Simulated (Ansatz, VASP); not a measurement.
HfB2 in VASP and in Ansatz

INCAR

```
PREC = Accurate
ENCUT = 520
EDIFF = 1E-6
ISMEAR = -1
SIGMA = 0.05
LREAL = F
LASPH = T
NELM = 60
ALGO = Normal
ISIF = 2
LWAVE = F
LCHARG = F
GGA = PE
NBANDS = 15
```

KPOINTS

```
Automatic mesh
0
Gamma
  13 13 11
```

File POSCAR:

```
HfB2
1.0
    3.1607954092      0.0000000000      0.0000000000
   -1.5803977046      2.7373291205      0.0000000000
    0.0000000000      0.0000000000      3.5030470293
Hf B
1 2
Direct
    0.0000000000      0.0000000000      0.0000000000
    0.3333333333      0.6666666667      0.5000000000
    0.6666666667      0.3333333333      0.5000000000
```

Input for Ansatz:

```yaml
crystal:
  lattice:
    - [3.1607954092, 0.0, 0.0]
    - [-1.5803977046, 2.7373291205, 0.0]
    - [0.0, 0.0, 3.5030470293]
  atoms:
    - { symbol: Hf, position: [0.0, 0.0, 0.0] }
    - { symbol: B, position: [0.3333333333, 0.6666666667, 0.5] }
    - { symbol: B, position: [0.6666666667, 0.3333333333, 0.5] }
kpoints:
  mp_grid: { grid: [13, 13, 11] }
  band_path:
    path:
      - [0.0, 0.0, 0.0]
      - [0.5, 0.0, 0.0]
      - [0.3333333333, 0.3333333333, 0.0]
      - [0.0, 0.0, 0.0]
      - [0.0, 0.0, 0.5]
      - [0.5, 0.0, 0.5]
      - [0.3333333333, 0.3333333333, 0.5]
      - [0.0, 0.0, 0.5]
      - [0.5, 0.0, 0.5]
    npoints: 5
scf:
  occupations: { method: fermi_dirac, width: 0.05 }
hamiltonian:
  xc: pbe
  pseudopotentials: { kind: all_electron, lapw: { basis_error: 0.0005 } }
output:
  forces: true
  stress: true
  eigenvalues: true
```

Change from the starting cell: volume scaled by 1.02.

Alike in both runs: task single point; functional PBE; k mesh 13 × 13 × 11; occupations fermi-dirac, width 0.05 eV; no spin polarisation.

|  | VASP | Ansatz |
| --- | --- | --- |
| version | VASP 6.6.1 | Ansatz 0.2.0 |
| potentials or method | VASP PAW PBE potentials, release 64 (Hf_pv, B), cutoff 520 eV | all-electron LAPW, scalar-relativistic |

Ansatz gave:

| Quantity | Value |
| --- | --- |
| pressure (GPa) | -3.4 |
| traceless stress, the component that is largest in VASP (GPa) | 0.45 |

Q: What did VASP give for the same quantities?

A: Pressure (GPa): -3.9; traceless stress, the component that is largest in VASP (GPa): 0.55.

Ansatz ran all-electron here, and VASP with PAW potentials.

Spin-orbit coupling is off throughout.
